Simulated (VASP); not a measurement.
Input of a VASP 6.6.1 run:

File INCAR:

```
PREC = Accurate
ENCUT = 520
EDIFF = 1E-8
ISMEAR = -1
SIGMA = 0.15
LREAL = F
LASPH = T
NELM = 100
ALGO = Normal
ISIF = 2
LWAVE = F
LCHARG = F
NBANDS = 36
IBRION = 8
NSW = 1
```

Contents of KPOINTS:

```
Automatic mesh
0
Gamma
  12 12 12
```

Contents of POSCAR:

```
TaRh3
1.0
    3.8212841434      0.0000000000      0.0000000000
    0.0000000000      3.8212841434      0.0000000000
    0.0000000000      0.0000000000      3.8212841434
Ta Rh
1 3
Direct
    0.0000000000      0.0000000000      0.0000000000
    0.0000000000      0.5000000000      0.5000000000
    0.5000000000      0.0000000000      0.5000000000
    0.5000000000      0.5000000000      0.0000000000
```

Potentials or basis: VASP PAW LDA potentials, release 64 (Ta_pv, Rh_pv).

Command:

```console
$ cat potpaw_LDA.64/Ta_pv/POTCAR potpaw_LDA.64/Rh_pv/POTCAR > POTCAR
$ mpirun -np 1 vasp_std > vasp.out
```

Task: What does it give for the highest phonon frequency at Γ, LO-TO splitting left out?

Result: 233 cm⁻¹.

Phonon frequencies in cm⁻¹ (negative: imaginary):
```
              q point                                frequencies
(0.000, 0.000, 0.000)  0 0 0 134 134 134 185 185 185 233 233 233
```

Caveat: the cell wasn't relaxed at this level first, which shifts response properties.
